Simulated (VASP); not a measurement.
# In4Ru (P-43m) in VASP: a series of runs

The runs below take In4Ru through single point, relaxation of cell and atoms, with PBE.

Program: VASP 6.6.1. These are calculated values, not measurements. Logs are shortened: lines on timing, memory, paths and dates and some standing lists are left out, and cuts for length are marked.

### Step 1. The cell of the first run

Symmetry: P-43m, No. 215, cubic system. The conventional cell has a = 5.013 Å, b = 5.013 Å, c = 5.013 Å, α = 90.00°, β = 90.00°, γ = 90.00°. In (site symmetry 3m) has 1 Ru at 2.17 Å within 2.9 Å. Ru (site symmetry -43m) has 4 In at 2.17 Å within 2.9 Å.

The cell was built from a structure type or drawn by symmetry, and may not be a known phase.

### Step 2. Single point, PBE

File INCAR:

```
PREC = Accurate
ENCUT = 520
EDIFF = 1E-6
ISMEAR = 0
SIGMA = 0.1
LREAL = F
LASPH = T
NELM = 80
ALGO = Normal
ISIF = 2
LWAVE = F
LCHARG = F
GGA = PE
NBANDS = 41
```

File KPOINTS:

```
Automatic mesh
0
Gamma
  4 4 4
```

File POSCAR:

```
In4Ru
1.0
    5.0129229200      0.0000000000      0.0000000000
    0.0000000000      5.0129229200      0.0000000000
    0.0000000000      0.0000000000      5.0129229200
In Ru
4 1
Direct
    0.2500000000      0.2500000000      0.2500000000
    0.7500000000      0.7500000000      0.2500000000
    0.2500000000      0.7500000000      0.7500000000
    0.7500000000      0.2500000000      0.7500000000
    0.0000000000      0.0000000000      0.0000000000
```

Potentials or basis: VASP PAW PBE potentials, release 64 (In_d, Ru_pv).

Run with:

```bash
cat potpaw_PBE.64/In_d/POTCAR potpaw_PBE.64/Ru_pv/POTCAR > POTCAR
mpirun -np 1 vasp_std > vasp.out
```

OUTCAR:

```text
PREC = Accurate
   ENCUT = 520
   EDIFF = 1E-6
   ISMEAR = 0
   LREAL = F
   LASPH = T
   NELM = 80
   ISIF = 2
   GGA = PE

 ion  position               nearest neighbor table
   1  0.250  0.250  0.250-   5 2.17   3 3.54   4 3.54   2 3.54   3 3.54   4 3.54   2 3.54   3 3.54
                             3 3.54   2 3.54   4 3.54   4 3.54   2 3.54
   2  0.750  0.750  0.250-   5 2.17   3 3.54   4 3.54   1 3.54   3 3.54   4 3.54   1 3.54   4 3.54
                             4 3.54   1 3.54   3 3.54   3 3.54   1 3.54
   3  0.250  0.750  0.750-   5 2.17   2 3.54   4 3.54   1 3.54   1 3.54   2 3.54   1 3.54   4 3.54
                             1 3.54   2 3.54   4 3.54   2 3.54   4 3.54
   4  0.750  0.250  0.750-   5 2.17   2 3.54   3 3.54   1 3.54   1 3.54   2 3.54   2 3.54   3 3.54
                             2 3.54   1 3.54   3 3.54   1 3.54   3 3.54
   5  0.000  0.000  0.000-   1 2.17   2 2.17   3 2.17   4 2.17

  LATTYP: Found a simple cubic cell.
 ALAT       =     5.0129229200

  Lattice vectors:

 A1 = (   5.0129229200,   0.0000000000,   0.0000000000)
 A2 = (   0.0000000000,   5.0129229200,   0.0000000000)
 A3 = (   0.0000000000,   0.0000000000,   5.0129229200)

Analysis of symmetry for initial positions (statically):
=====================================================================
 Subroutine PRICEL returns:
 Original cell was already a primitive cell.

 Routine SETGRP: Setting up the symmetry group for a
 simple cubic supercell.

 Subroutine GETGRP returns: Found 24 space group operations
 (whereof 24 operations were pure point group operations)
 out of a pool of 48 trial point group operations.

The static configuration has the point symmetry T_d .

Analysis of symmetry for dynamics (positions and initial velocities):
=====================================================================
 Subroutine PRICEL returns:
 Original cell was already a primitive cell.

 Routine SETGRP: Setting up the symmetry group for a
 simple cubic supercell.

 Subroutine GETGRP returns: Found 24 space group operations
 (whereof 24 operations were pure point group operations)
 out of a pool of 48 trial point group operations.

The dynamic configuration has the point symmetry T_d .

 Subroutine INISYM returns: Found 24 space group operations
 (whereof 24 operations are pure point group operations),
 and found     1 'primitive' translations

----------------------------------------------------------------------------------------

                                     Primitive cell

  volume of cell :     125.9717

  direct lattice vectors                    reciprocal lattice vectors
     5.012922920  0.000000000  0.000000000     0.199484416  0.000000000  0.000000000
     0.000000000  5.012922920  0.000000000     0.000000000  0.199484416  0.000000000
     0.000000000  0.000000000  5.012922920     0.000000000  0.000000000  0.199484416

  length of vectors
     5.012922920  5.012922920  5.012922920     0.199484416  0.199484416  0.199484416

  position of ions in fractional coordinates (direct lattice)
     0.250000000  0.250000000  0.250000000
     0.750000000  0.750000000  0.250000000
     0.250000000  0.750000000  0.750000000
     0.750000000  0.250000000  0.750000000
     0.000000000  0.000000000  0.000000000

  ion indices of the primitive-cell ions
   primitive index   ion index
                 1           1
                 2           2
                 3           3
                 4           4
                 5           5

----------------------------------------------------------------------------------------

 KPOINTS: Automatic mesh

Automatic generation of k-mesh.
 Grid dimensions read from file:
 generate k-points for:    4    4    4

 Generating k-lattice:

  Cartesian coordinates                     Fractional coordinates (reciprocal lattice)
     0.049871104  0.000000000  0.000000000     0.250000000  0.000000000  0.000000000
     0.000000000  0.049871104  0.000000000     0.000000000  0.250000000  0.000000000
     0.000000000  0.000000000  0.049871104     0.000000000  0.000000000  0.250000000

  Length of vectors
     0.049871104  0.049871104  0.049871104

  Shift w.r.t. Gamma in fractional coordinates (k-lattice)
     0.000000000  0.000000000  0.000000000

 Subroutine IBZKPT returns following result:
 ===========================================

 Found     10 irreducible k-points:

 Following reciprocal coordinates:
            Coordinates               Weight
  0.000000  0.000000  0.000000      1.000000
  0.250000  0.000000  0.000000      6.000000
  0.500000  0.000000  0.000000      3.000000
  0.250000  0.250000  0.000000     12.000000
  0.500000  0.250000  0.000000     12.000000
  0.500000  0.500000  0.000000      3.000000
  0.250000  0.250000  0.250000      8.000000
  0.500000  0.250000  0.250000     12.000000
  0.500000  0.500000  0.250000      6.000000
  0.500000  0.500000  0.500000      1.000000
   k-points           NKPTS =     10   k-points in BZ     NKDIM =     10   number of bands    NBANDS=     41
   number of dos      NEDOS =    301   number of ions     NIONS =      5
   total plane-waves  NPLWV =  64000
   dimension x,y,z NGX =    40 NGY =   40 NGZ =   40
   dimension x,y,z NGXF=    80 NGYF=   80 NGZF=   80
   ions per type =               4   1
   NGX,Y,Z   is equivalent  to a cutoff of  13.27, 13.27, 13.27 a.u.
   NGXF,Y,Z  is equivalent  to a cutoff of  26.53, 26.53, 26.53 a.u.
 SYSTEM =  unknown system
   PREC   = accura    normal or accurate (medium, high low for compatibility)
   ISTART =      0    job   : 0-new  1-cont  2-samecut
   ICHARG =      2    charge: 1-file 2-atom 10-const
   ISPIN  =      1    spin polarized calculation?
   LNONCOLLINEAR =      F non collinear calculations
   LSORBIT =      F    spin-orbit coupling
   LASPH  =      T    aspherical Exc in radial PAW
   ENCUT  =  520.0 eV  38.22 Ry    6.18 a.u.   9.32  9.32  9.32*2*pi/ulx,y,z
   NELM   =     80;   NELMIN=  2; NELMDL= -5     # of ELM steps
   EDIFF  = 0.1E-05   stopping-criterion for ELM
   LREAL  =      F    real-space projection
   EDIFFG = 0.1E-04   stopping-criterion for IOM
   NSW    =      0    number of steps for IOM
   IBRION =     -1    ionic relax: 0-MD 1-quasi-New 2-CG
   NFREE  =      0    steps in history (QN), initial steepest desc. (CG)
   ISIF   =      2    stress and relaxation
   ISYM   =      2    0-nonsym 1-usesym 2-fastsym
   POTIM  = 0.5000    time-step for ionic-motion
   TEBEG  =    0.0;   TEEND  =   0.0 temperature during run
   PSTRESS=    0.0 pullay stress
   NELECT =      66.0000    total number of electrons
   NUPDOWN=      -1.0000    fix difference up-down
   EMIN   =  10.00;   EMAX   =-10.00  energy-range for DOS
   EFERMI =   0.00;   METHOD = LEGACY
   ISMEAR =     0;   SIGMA  =   0.10  broadening in eV -4-tet -1-fermi 0-gaus
   EFERMI_NEDOS =   21; number of points for ismear=-14 and -15
   IALGO  =     38    algorithm
   IMIX   =      4    mixing-type and parameters
     AMIX     =   0.40;   BMIX     =  1.00
     AMIX_MAG =   1.60;   BMIX_MAG =  1.00
  volume/ion in A,a.u.               =      25.19       170.02
  Fermi-wavevector in a.u.,A,eV,Ry     =   1.319771  2.494005 23.698552  1.741794
  Thomas-Fermi vector in A             =   2.449645
   LORBIT       =      0    0 simple, 1 ext, 2 COOP (PROOUT), +10 PAW based schemes
   GGA     = PE    functional components
   LHFCALC =     F    Hartree Fock is set to
   AEXX    =    0.0000 exact exchange contribution
   IVDW    =     0    specifies the selected vdW correction
   LEPSILON=     F    determine dielectric tensor
   LRPA    =     F    only Hartree local field effects (RPA)
 non-spin polarized calculation
 Gauss-broadening in eV      SIGMA  =   0.10
  energy-cutoff  :      520.00
  volume of cell :      125.97
 maximum number of plane-waves:      3448
 NGX is ok and might be reduce to    40
   NGX = 19   NGY = 19   NGZ = 19

 number of electron      66.0000052 magnetization

 Free energy of the ion-electron system (eV)
  ---------------------------------------------------
  ext. energy  EPLUGINS =         0.00000000
  ---------------------------------------------------
  free energy    TOTEN  =       -11.69147998 eV

  energy without entropy =      -11.67337209  energy(sigma->0) =      -11.68242603

 E-fermi :   7.2005     XC(G=0): -10.2031

 val. band max:        7.2005052099   @ k =   0.5000   0.5000   0.2500
 cond. band min:       7.2429177836   @ k =   0.5000   0.0000   0.0000
 fundamental gap:      0.0424125737
 Fermi energy:         7.2005369020

 k-point     1 :       0.0000    0.0000    0.0000
  band No.  band energies     occupation
      1     -34.7029      2.00000
      2     -34.7029      2.00000
      3     -34.7029      2.00000
      4      -7.6913      2.00000
      5      -7.6201      2.00000
      6      -7.6201      2.00000
[... 33 lines left out ...]
     40      10.7089      0.00000
     41      10.7089      0.00000

 k-point     2 :       0.2500    0.0000    0.0000
  band No.  band energies     occupation
      1     -34.7030      2.00000
      2     -34.7029      2.00000
      3     -34.7029      2.00000
      4      -7.6969      2.00000
      5      -7.6112      2.00000
      6      -7.6112      2.00000
[... 33 lines left out ...]
     40      11.2246      0.00000
     41      11.2246      0.00000

 k-point     3 :       0.5000    0.0000    0.0000
  band No.  band energies     occupation
      1     -34.7031      2.00000
      2     -34.7029      2.00000
      3     -34.7029      2.00000
      4      -7.6922      2.00000
      5      -7.6061      2.00000
      6      -7.6027      2.00000
[... 33 lines left out ...]
     40      12.3773      0.00000
     41      12.5762      0.00000

 k-point     4 :       0.2500    0.2500    0.0000
  band No.  band energies     occupation
      1     -34.7030      2.00000
      2     -34.7030      2.00000
      3     -34.7029      2.00000
      4      -7.6879      2.00000
      5      -7.6170      2.00000
      6      -7.6086      2.00000
[... 33 lines left out ...]
     40      10.8289      0.00000
     41      11.8609      0.00000

 k-point     5 :       0.5000    0.2500    0.0000
  band No.  band energies     occupation
      1     -34.7031      2.00000
      2     -34.7030      2.00000
      3     -34.7029      2.00000
      4      -7.6688      2.00000
      5      -7.6221      2.00000
      6      -7.6172      2.00000
[... 33 lines left out ...]
     40      11.2945      0.00000
     41      11.6795      0.00000

 k-point     6 :       0.5000    0.5000    0.0000
  band No.  band energies     occupation
      1     -34.7031      2.00000
      2     -34.7031      2.00000
      3     -34.7029      2.00000
      4      -7.6526      2.00000
      5      -7.6150      2.00000
      6      -7.6150      2.00000
[... 33 lines left out ...]
     40      10.6201      0.00000
     41      13.8218      0.00000

 k-point     7 :       0.2500    0.2500    0.2500
  band No.  band energies     occupation
      1     -34.7030      2.00000
      2     -34.7030      2.00000
      3     -34.7030      2.00000
      4      -7.6808      2.00000
      5      -7.6010      2.00000
      6      -7.6010      2.00000
[... 33 lines left out ...]
     40      11.8449      0.00000
     41      12.6623      0.00000

 k-point     8 :       0.5000    0.2500    0.2500
  band No.  band energies     occupation
      1     -34.7031      2.00000
      2     -34.7030      2.00000
      3     -34.7030      2.00000
      4      -7.6586      2.00000
      5      -7.6224      2.00000
      6      -7.5966      2.00000
[... 33 lines left out ...]
     40      12.2840      0.00000
     41      13.6338      0.00000

 k-point     9 :       0.5000    0.5000    0.2500
  band No.  band energies     occupation
      1     -34.7031      2.00000
      2     -34.7031      2.00000
      3     -34.7030      2.00000
      4      -7.6408      2.00000
      5      -7.6109      2.00000
      6      -7.6109      2.00000
[... 33 lines left out ...]
     40      13.2418      0.00000
     41      13.9543      0.00000

 k-point    10 :       0.5000    0.5000    0.5000
  band No.  band energies     occupation
      1     -34.7031      2.00000
      2     -34.7031      2.00000
      3     -34.7031      2.00000
      4      -7.6083      2.00000
      5      -7.6073      2.00000
      6      -7.6073      2.00000
[... 33 lines left out ...]
     40      15.1596      0.00000
     41      15.1596      0.00000

------------------------ aborting loop because EDIFF is reached ----------------------------------------

  FORCE on cell =-STRESS in cart. coord.  units (eV):
  Direction    XX          YY          ZZ          XY          YZ          ZX
  --------------------------------------------------------------------------------------
  -------------------------------------------------------------------------------------
  Total       23.4696933     23.4696933     23.4696933      0.0000000     -0.0000000      0.0000000
  in kB      298.5003996    298.5003996    298.5003996      0.0000000     -0.0000000      0.0000000
  external PRESSURE =     298.5003996 kB  Pullay stress =       0.0000000 kB

 VOLUME and BASIS-vectors are now :
 -----------------------------------------------------------------------------
  energy-cutoff  :      520.00
  volume of cell :      125.97
      direct lattice vectors                 reciprocal lattice vectors
     5.012922920  0.000000000  0.000000000     0.199484416  0.000000000  0.000000000
     0.000000000  5.012922920  0.000000000     0.000000000  0.199484416  0.000000000
     0.000000000  0.000000000  5.012922920     0.000000000  0.000000000  0.199484416

 POSITION                                       TOTAL-FORCE (eV/Angst)
 -----------------------------------------------------------------------------------
      1.25323      1.25323      1.25323         4.972727      4.972727      4.972727
      3.75969      3.75969      1.25323        -4.972727     -4.972727      4.972727
      1.25323      3.75969      3.75969         4.972727     -4.972727     -4.972727
      3.75969      1.25323      3.75969        -4.972727      4.972727     -4.972727
      0.00000      0.00000      0.00000         0.000000     -0.000000      0.000000
 -----------------------------------------------------------------------------------
    total drift:                                0.000000     -0.000000     -0.000000

  FREE ENERGIE OF THE ION-ELECTRON SYSTEM (eV)
  ---------------------------------------------------
  free  energy   TOTEN  =       -11.6914799754 eV

  energy  without entropy=      -11.6733720860  energy(sigma->0) =      -11.68242603
```

Run time: 50 s. Hardware: 1 thread of Intel Xeon 6975P-C (Granite Rapids), shared host; peak memory 0.24 GiB.

Results:

| Quantity | Value |
| --- | --- |
| Free energy | -11.6915 eV |
| Pressure | 29.9 GPa |
| Band gap on the k mesh | zero (bands 33 and 34 overlap by 1.46 eV) |

Levels at points of the mesh, in eV from the Fermi level:
| k point | band 29 | band 30 | band 31 | band 32 | band 33 | band 34 | band 35 | band 36 | band 37 | band 38 |
| --- | --- | --- | --- | --- | --- | --- | --- | --- | --- | --- |
| (0.00, 0.00, 0.00) | -3.42 | -1.79 | -0.92 | -0.92 | -0.92 | 0.85 | 0.85 | 3.37 | 3.37 | 3.37 |
| (0.50, 0.00, 0.00) | -2.23 | -1.97 | -0.35 | -0.35 | -0.09 | 0.04 | 0.70 | 1.41 | 1.41 | 2.38 |
| (0.50, 0.50, 0.00) | -2.45 | -2.07 | -1.87 | -1.66 | 1.02 | 1.19 | 1.57 | 1.57 | 2.77 | 2.77 |
| (0.50, 0.50, 0.50) | -3.06 | -3.06 | -2.88 | -1.66 | -1.66 | -0.40 | -0.40 | -0.40 | 6.90 | 6.90 |

Caveat: the cell stands under pressure; spin-orbit coupling is left out, which moves the levels of the heavy elements.

### Step 3. Single point, PBE

This run uses another cell than the first one, of 27.92 Å³/atom.

File INCAR:

```
ALGO = Normal
EDIFF = 1E-7
ENCUT = 520
GGA = PE
ISIF = 2
ISMEAR = 0
LASPH = True
LCHARG = False
LREAL = False
LWAVE = False
NBANDS = 41
NELM = 100
PREC = Accurate
SIGMA = 0.1
```

File KPOINTS:

```
k-points
0
Gamma
  4 4 4
```

File POSCAR:

```
In4Ru
1.0
    5.1875323794      0.0000000000      0.0000000000
    0.0000000000      5.1875323794      0.0000000000
    0.0000000000      0.0000000000      5.1875323794
In Ru
4 1
Direct
    0.2858063770      0.2858063770      0.2858063770
    0.7141936230      0.7141936230      0.2858063770
    0.2858063770      0.7141936230      0.7141936230
    0.7141936230      0.2858063770      0.7141936230
    0.0000000000      0.0000000000      0.0000000000
```

Potentials or basis: VASP PAW PBE potentials, release 64 (In_d, Ru_pv).

Run with:

```bash
cat potpaw_PBE.64/In_d/POTCAR potpaw_PBE.64/Ru_pv/POTCAR > POTCAR
mpirun -np 1 vasp_std > vasp.out
```

Wall time 49 s (1 thread of Intel Xeon 6975P-C (Granite Rapids), shared host); peak memory 0.26 GiB.

The run converged. Its results:

- Free energy: -16.9946 eV
- Pressure: 0.0 GPa
- Largest force: 0.007 eV/Å
- Band gap on the k mesh: zero (bands 33 and 34 overlap by 0.45 eV)

Forces in eV/Å, atoms in the order of the input:
```
In   0.004  0.004  0.004
In  -0.004 -0.004  0.004
In   0.004 -0.004 -0.004
In  -0.004  0.004 -0.004
Ru   0.000  0.000  0.000
```

Levels at points of the mesh, in eV from the Fermi level:
```tsv
k point	band 30	band 31	band 32	band 33	band 34	band 35	band 36	band 37
(0.00, 0.00, 0.00)	-2.29	-0.54	-0.54	-0.54	0.73	0.73	3.04	3.04
(0.50, 0.00, 0.00)	-0.90	-0.30	-0.29	-0.01	-0.01	0.54	1.02	1.02
(0.50, 0.50, 0.00)	-1.61	-1.14	-0.65	0.26	1.46	1.80	1.80	1.85
(0.50, 0.50, 0.50)	-2.24	-2.24	-0.65	-0.65	-0.15	-0.15	-0.15	6.38
```

Caveat: spin-orbit coupling is left out, which moves the levels of the heavy elements.

### Step 4. Single point, PBE

This run uses another cell than the first one, of 27.81 Å³/atom.

File INCAR:

```
SYSTEM = In4Ru
PREC     = Accurate       ! precision mode
ENCUT    = 520            ! plane-wave cutoff, eV
EDIFF    = 1E-7           ! SCF threshold, eV
ISMEAR   = 0              ! smearing method
SIGMA    = 0.1            ! smearing width, eV
LREAL    = .False.        ! projectors in reciprocal space
LASPH    = .True.         ! aspherical terms in the spheres
NELM     = 100            ! most SCF steps
ALGO     = Fast           ! electronic algorithm
ISIF     = 2              ! what is computed and relaxed
LWAVE    = .False.        ! write WAVECAR
LCHARG   = .True.         ! write CHGCAR
GGA      = PE             ! functional
LELF     = .True.         ! ELF
LVHAR    = .True.       
NBANDS   = 41             ! bands
```

File KPOINTS:

```
Automatic mesh
0
Gamma
  8 8 8
  0 0 0
```

File POSCAR:

```
In4Ru
1.0
    5.1809387273      0.0000000000      0.0000000000
    0.0000000000      5.1809387273      0.0000000000
    0.0000000000      0.0000000000      5.1809387273
In Ru
4 1
Direct
    0.2863309175      0.2863309175      0.2863309175
    0.7136690825      0.7136690825      0.2863309175
    0.2863309175      0.7136690825      0.7136690825
    0.7136690825      0.2863309175      0.7136690825
    0.0000000000      0.0000000000      0.0000000000
```

Run with:

```bash
cat potpaw_PBE.64/In_d/POTCAR potpaw_PBE.64/Ru_pv/POTCAR > POTCAR
mpirun -np 1 vasp_std > vasp.out
```

It took 2.7 min on 1 thread of Intel Xeon 6975P-C (Granite Rapids), shared host; peak memory 0.34 GiB.

The run converged. Its results:

```
Free energy            : -17.0121 eV
Pressure               : 0.0 GPa
Largest force          : 0.008 eV/Å
Band gap on the k mesh : zero (bands 33 and 34 overlap by 0.45 eV)
```

Forces in eV/Å, atoms in the order of the input:
```
In   0.004  0.004  0.004
In  -0.004 -0.004  0.004
In   0.004 -0.004 -0.004
In  -0.004  0.004 -0.004
Ru   0.000  0.000  0.000
```

Levels at points of the mesh, in eV from the Fermi level:
```csv
k point,band 30,band 31,band 32,band 33,band 34,band 35,band 36,band 37
"(0.00, 0.00, 0.00)",-2.31,-0.56,-0.56,-0.56,0.71,0.71,3.03,3.03
"(0.50, 0.00, 0.00)",-0.92,-0.31,-0.31,-0.02,-0.02,0.52,1.00,1.00
"(0.50, 0.50, 0.00)",-1.63,-1.16,-0.67,0.24,1.45,1.79,1.79,1.84
"(0.50, 0.50, 0.50)",-2.27,-2.27,-0.68,-0.68,-0.17,-0.17,-0.17,6.37
```

Caveat: spin-orbit coupling is left out, which moves the levels of the heavy elements.

[end of part 1 of 2]
